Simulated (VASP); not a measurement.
# MgI2 (P-3m1) in VASP: a series of runs

The runs below take MgI2 through single point, with PBE.

Program: VASP 6.6.1. These are calculated values, not measurements. Logs are shortened: lines on timing, memory, paths and dates and some standing lists are left out, and cuts for length are marked.

## 1. The cell of the first run

It takes space group P-3m1 (No. 164, trigonal). Conventional cell: a = 4.115 Å, b = 4.115 Å, c = 7.641 Å, α = 90.00°, β = 90.00°, γ = 120.00°. Mg (site symmetry -3m) has 6 I at 2.95 Å within 3.9 Å. I (site symmetry 3m) has 3 Mg at 2.95 Å within 3.9 Å.

## 2. Single point, PBE

Input file INCAR:

```
SYSTEM = MgI2
PREC     = Accurate       ! precision mode
ENCUT    = 520            ! plane-wave cutoff, eV
EDIFF    = 1E-6           ! SCF threshold, eV
ISMEAR   = 0              ! smearing method
SIGMA    = 0.05           ! smearing width, eV
LREAL    = .FALSE.        ! projectors in reciprocal space
LASPH    = .TRUE.         ! aspherical terms in the spheres
NELM     = 60             ! most SCF steps
ALGO     = Normal         ! electronic algorithm
ISIF     = 2              ! what is computed and relaxed
LWAVE    = .FALSE.        ! write WAVECAR
LCHARG   = .FALSE.        ! write CHGCAR
GGA      = PE             ! functional
NBANDS   = 15             ! bands
```

Input file KPOINTS:

```
Automatic mesh
0
G
  6 6 4
  0 0 0
```

Input file POSCAR:

```
MgI2
1.0
    4.1154617896      0.0000000000      0.0000000000
   -2.0577308948      3.5640944581      0.0000000000
    0.0000000000      0.0000000000      7.6413829923
Mg I
1 2
Direct
    0.0000000000      0.0000000000      0.0000000000
    0.3333333333      0.6666666667      0.7705052557
    0.6666666667      0.3333333333      0.2294947443
```

Potentials or basis: VASP PAW PBE potentials, release 64 (Mg, I).

Run with:

```
$ cat potpaw_PBE.64/Mg/POTCAR potpaw_PBE.64/I/POTCAR > POTCAR
$ mpirun -np 1 vasp_std > vasp.out
```

OUTCAR:

```text
SYSTEM = MgI2
   PREC = Accurate
   ENCUT = 520
   EDIFF = 1E-6
   ISMEAR = 0
   LREAL = .FALSE.
   LASPH = .TRUE.
   NELM = 60
   ISIF = 2
   GGA = PE

 ion  position               nearest neighbor table
   1  0.000  0.000  0.000-   2 2.95   3 2.95   3 2.95   2 2.95   3 2.95   2 2.95
   2  0.333  0.667  0.771-   1 2.95   1 2.95   1 2.95
   3  0.667  0.333  0.229-   1 2.95   1 2.95   1 2.95

  LATTYP: Found a hexagonal cell.
 ALAT       =     4.1154617896
 C/A-ratio  =     1.8567498334

  Lattice vectors:

 A1 = (   4.1154617896,   0.0000000000,   0.0000000000)
 A2 = (  -2.0577308948,   3.5640944581,   0.0000000000)
 A3 = (   0.0000000000,   0.0000000000,   7.6413829923)

Analysis of symmetry for initial positions (statically):
[... 33 lines left out ...]
                                     Primitive cell

  volume of cell :     112.0830

  direct lattice vectors                    reciprocal lattice vectors
     4.115461790  0.000000000  0.000000000     0.242986098  0.140288089  0.000000000
    -2.057730895  3.564094458  0.000000000     0.000000000  0.280576178  0.000000000
     0.000000000  0.000000000  7.641382992     0.000000000  0.000000000  0.130866363

  length of vectors
     4.115461790  4.115461790  7.641382992     0.280576178  0.280576178  0.130866363

  position of ions in fractional coordinates (direct lattice)
     0.000000000  0.000000000  0.000000000
     0.333333333  0.666666667  0.770505256
     0.666666667  0.333333333  0.229494744

  ion indices of the primitive-cell ions
   primitive index   ion index
                 1           1
                 2           2
                 3           3

----------------------------------------------------------------------------------------

 KPOINTS: Automatic mesh

Automatic generation of k-mesh.
 Grid dimensions read from file:
 generate k-points for:    6    6    4

 Generating k-lattice:

  Cartesian coordinates                     Fractional coordinates (reciprocal lattice)
     0.040497683  0.023381348  0.000000000     0.166666667  0.000000000  0.000000000
     0.000000000  0.046762696  0.000000000     0.000000000  0.166666667  0.000000000
     0.000000000  0.000000000  0.032716591     0.000000000  0.000000000  0.250000000

  Length of vectors
     0.046762696  0.046762696  0.032716591

  Shift w.r.t. Gamma in fractional coordinates (k-lattice)
[... 9 lines left out ...]
  0.000000  0.000000  0.000000      1.000000
  0.166667  0.000000  0.000000      6.000000
  0.333333  0.000000  0.000000      6.000000
  0.500000  0.000000  0.000000      3.000000
  0.166667  0.166667  0.000000      6.000000
  0.333333  0.166667  0.000000     12.000000
[... 22 lines left out ...]
   dimension x,y,z NGXF=    64 NGYF=   64 NGZF=  120
   ions per type =               1   2
   NGX,Y,Z   is equivalent  to a cutoff of  12.93, 12.93, 13.05 a.u.
   NGXF,Y,Z  is equivalent  to a cutoff of  25.85, 25.85, 26.11 a.u.
 SYSTEM =  MgI2
   PREC   = accura    normal or accurate (medium, high low for compatibility)
   ISTART =      0    job   : 0-new  1-cont  2-samecut
   ICHARG =      2    charge: 1-file 2-atom 10-const
   ISPIN  =      1    spin polarized calculation?
   LNONCOLLINEAR =      F non collinear calculations
   LSORBIT =      F    spin-orbit coupling
   LASPH  =      T    aspherical Exc in radial PAW
   ENCUT  =  520.0 eV  38.22 Ry    6.18 a.u.   7.65  7.65 14.21*2*pi/ulx,y,z
   NELM   =     60;   NELMIN=  2; NELMDL= -5     # of ELM steps
   EDIFF  = 0.1E-05   stopping-criterion for ELM
   LREAL  =      F    real-space projection
   EDIFFG = 0.1E-04   stopping-criterion for IOM
   NSW    =      0    number of steps for IOM
   IBRION =     -1    ionic relax: 0-MD 1-quasi-New 2-CG
[... 14 lines left out ...]
     AMIX     =   0.40;   BMIX     =  1.00
     AMIX_MAG =   1.60;   BMIX_MAG =  1.00
  volume/ion in A,a.u.               =      37.36       252.12
  Fermi-wavevector in a.u.,A,eV,Ry     =   0.855595  1.616840  9.960047  0.732043
  Thomas-Fermi vector in A             =   1.972368
   LORBIT       =      0    0 simple, 1 ext, 2 COOP (PROOUT), +10 PAW based schemes
   GGA     = PE    functional components
[... 6 lines left out ...]
 Gauss-broadening in eV      SIGMA  =   0.05
  energy-cutoff  :      520.00
  volume of cell :      112.08
 maximum number of plane-waves:      3076
 NGX is ok and might be reduce to    32
   NGX = 15   NGY = 15   NGZ = 29

 number of electron      15.9999999 magnetization

 Free energy of the ion-electron system (eV)
  ---------------------------------------------------
  ext. energy  EPLUGINS =         0.00000000
  ---------------------------------------------------
  free energy    TOTEN  =        -7.70688146 eV

  energy without entropy =       -7.70688146  energy(sigma->0) =       -7.70688146

 E-fermi :   1.8751     XC(G=0):  -7.7741

 val. band max:        1.6141178150   @ k =   0.0000   0.0000   0.0000
 cond. band min:       5.0162848685   @ k =   0.5000   0.0000   0.5000
 fundamental gap:      3.4021670534
 Fermi energy:         1.8750855028

 k-point     1 :       0.0000    0.0000    0.0000
  band No.  band energies     occupation
      1     -10.3544      2.00000
      2      -9.8627      2.00000
      3      -1.7866      2.00000
      4       1.0644      2.00000
      5       1.3594      2.00000
      6       1.3594      2.00000
      7       1.6141      2.00000
      8       1.6141      2.00000
      9       5.1840      0.00000
     10       6.5620      0.00000
     11       8.4233      0.00000
     12       8.4233      0.00000
     13       8.4690      0.00000
     14       9.8007      0.00000
     15       9.8007      0.00000
[... 397 lines left out ...]
 k-point    24 :       0.3333    0.3333    0.5000
  band No.  band energies     occupation
      1      -9.5381      2.00000
      2      -9.5381      2.00000
      3      -1.4859      2.00000
      4      -0.9439      2.00000
      5      -0.9439      2.00000
      6      -0.5322      2.00000
      7       0.7777      2.00000
      8       0.7777      2.00000
      9       5.9464      0.00000
     10       7.1962      0.00000
     11       7.1962      0.00000
     12       8.7760      0.00000
     13      10.1079      0.00000
     14      10.2404      0.00000
     15      10.4899      0.00000

------------------------ aborting loop because EDIFF is reached ----------------------------------------

  FORCE on cell =-STRESS in cart. coord.  units (eV):
  Direction    XX          YY          ZZ          XY          YZ          ZX
  --------------------------------------------------------------------------------------
  -------------------------------------------------------------------------------------
  Total        0.4754327      0.4754327     -0.7866869      0.0000000     -0.0000000      0.0000000
  in kB        6.7961013      6.7961013    -11.2453447      0.0000000     -0.0000000      0.0000000
  external PRESSURE =       0.7822860 kB  Pullay stress =       0.0000000 kB

 VOLUME and BASIS-vectors are now :
 -----------------------------------------------------------------------------
  energy-cutoff  :      520.00
  volume of cell :      112.08
      direct lattice vectors                 reciprocal lattice vectors
     4.115461790  0.000000000  0.000000000     0.242986098  0.140288089  0.000000000
    -2.057730895  3.564094458  0.000000000     0.000000000  0.280576178  0.000000000
     0.000000000  0.000000000  7.641382992     0.000000000  0.000000000  0.130866363

 POSITION                                       TOTAL-FORCE (eV/Angst)
 -----------------------------------------------------------------------------------
      0.00000      0.00000      0.00000        -0.000000      0.000000      0.000000
     -0.00000      2.37606      5.88773         0.000000     -0.000000      0.256851
      2.05773      1.18803      1.75366        -0.000000      0.000000     -0.256851
 -----------------------------------------------------------------------------------
    total drift:                                0.000000     -0.000000      0.000000

  FREE ENERGIE OF THE ION-ELECTRON SYSTEM (eV)
  ---------------------------------------------------
  free  energy   TOTEN  =        -7.7068814621 eV

  energy  without entropy=       -7.7068814621  energy(sigma->0) =       -7.70688146
```

OSZICAR:

```text
N       E                     dE             d eps       ncg     rms          rms(c)
DAV:   1     0.771436704603E+02    0.77144E+02   -0.57048E+03   720   0.834E+02
DAV:   2    -0.127441200235E+01   -0.78418E+02   -0.70999E+02   985   0.129E+02
DAV:   3    -0.773656821952E+01   -0.64622E+01   -0.64325E+01   958   0.425E+01
DAV:   4    -0.787357844560E+01   -0.13701E+00   -0.13700E+00  1009   0.730E+00
DAV:   5    -0.787537191202E+01   -0.17935E-02   -0.17934E-02   995   0.762E-01    0.390E+00
DAV:   6    -0.773533243674E+01    0.14004E+00   -0.11982E-01   797   0.179E+00    0.269E+00
DAV:   7    -0.770885462514E+01    0.26478E-01   -0.12310E-01   839   0.174E+00    0.754E-01
DAV:   8    -0.770675134742E+01    0.21033E-02   -0.81856E-03   832   0.522E-01    0.297E-01
DAV:   9    -0.770689674923E+01   -0.14540E-03   -0.13172E-03   958   0.215E-01    0.116E-01
DAV:  10    -0.770687718094E+01    0.19568E-04   -0.49554E-05   923   0.489E-02    0.415E-02
DAV:  11    -0.770688076802E+01   -0.35871E-05   -0.13572E-05   846   0.232E-02    0.232E-02
DAV:  12    -0.770688146206E+01   -0.69404E-06   -0.63832E-07   787   0.557E-03
   1 F= -.77068815E+01 E0= -.77068815E+01  d E =-.620342E-15
```

It took 14 s on 1 thread of Intel Xeon 6975P-C (Granite Rapids), shared host; peak memory 0.24 GiB.

What came out:

| Item | Value |
| --- | --- |
| Free energy | -7.7069 eV |
| Pressure | 0.1 GPa |
| Largest force | 0.257 eV/Å |
| Band gap on the k mesh | 3.40 eV, indirect (least direct gap 3.57 eV) |

Forces in eV/Å, atoms in the order of the input:
```
Mg   0.000  0.000  0.000
I    0.000  0.000  0.257
I    0.000  0.000 -0.257
```

Stress tensor (GPa, compression positive):
```
 0.68  0.00  0.00
 0.00  0.68  0.00
 0.00  0.00 -1.12
```

Levels at points of the mesh, in eV from the valence-band top:
| k point | band 5 | band 6 | band 7 | band 8 | band 9 | band 10 | band 11 | band 12 |
| --- | --- | --- | --- | --- | --- | --- | --- | --- |
| (0.00, 0.00, 0.00) | -0.25 | -0.25 | 0.00 | 0.00 | 3.57 | 4.95 | 6.81 | 6.81 |
| (0.50, 0.00, 0.00) | -1.74 | -1.16 | -0.94 | -0.49 | 3.54 | 5.23 | 5.40 | 6.99 |
| (0.00, 0.00, 0.50) | -0.22 | -0.22 | -0.03 | -0.03 | 4.46 | 4.93 | 6.74 | 6.74 |
| (0.50, 0.00, 0.50) | -1.40 | -1.10 | -0.92 | -0.58 | 3.40 | 5.10 | 5.44 | 5.94 |

Caveat: spin-orbit coupling is left out, which moves the levels of the heavy elements; this functional lacks dispersion, which binds the layers, so the pressure and a relaxed spacing across them are unreliable. A k mesh can miss the band edges.

(Part 1 of 3 ends here.)
